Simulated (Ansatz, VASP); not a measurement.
**Te2Mo in VASP and in Ansatz**

```
CELL_PARAMETERS angstrom
3.55499 0.00000 0.00000
-1.77750 3.07871 0.00000
0.00000 0.00000 35.03654
ATOMIC_POSITIONS crystal
Te 0.33333 0.66667 0.44918
Te 0.32200 0.66667 0.94840
Te 0.34467 0.66667 0.05160
Te 0.33333 0.66667 0.55082
Mo 0.00000 0.00000 0.00000
Mo 0.00000 0.00000 0.50000
```

Change from the starting cell: mode 7 frozen in at -0.040 Å and mode 12 at +0.027 Å (largest displacements).

Alike in both runs: task single point; functional PBE; k mesh 9 × 9 × 1; occupations gaussian, width 0.05 eV; no spin polarisation.

|  | VASP | Ansatz |
| --- | --- | --- |
| version | VASP 6.6.1 | Ansatz 0.2.0 |
| potentials or method | VASP PAW PBE potentials, release 64 (Te, Mo_sv), cutoff 520 eV | scalar-relativistic, plane waves, PAW |
| valence electrons in the cell | 52 | 92 |

```tsv
	VASP	Ansatz	Ansatz less VASP
gap on the k mesh at the Fermi level (eV)	0.99	0.99	+0.003
least direct gap on the mesh (eV)	0.99	0.99	+0.003
rms of the force components (eV/Å)	0.154	0.150	-0.0044
```

Atom by atom the forces differ by 0.007 eV/Å (rms over components). VASP's potentials hold 52 valence electrons a cell and Ansatz's 92, so a difference there can come from the potentials and not from the codes. Ansatz's warnings: xc potential rough in thin density.

Neither program's run includes spin-orbit coupling.
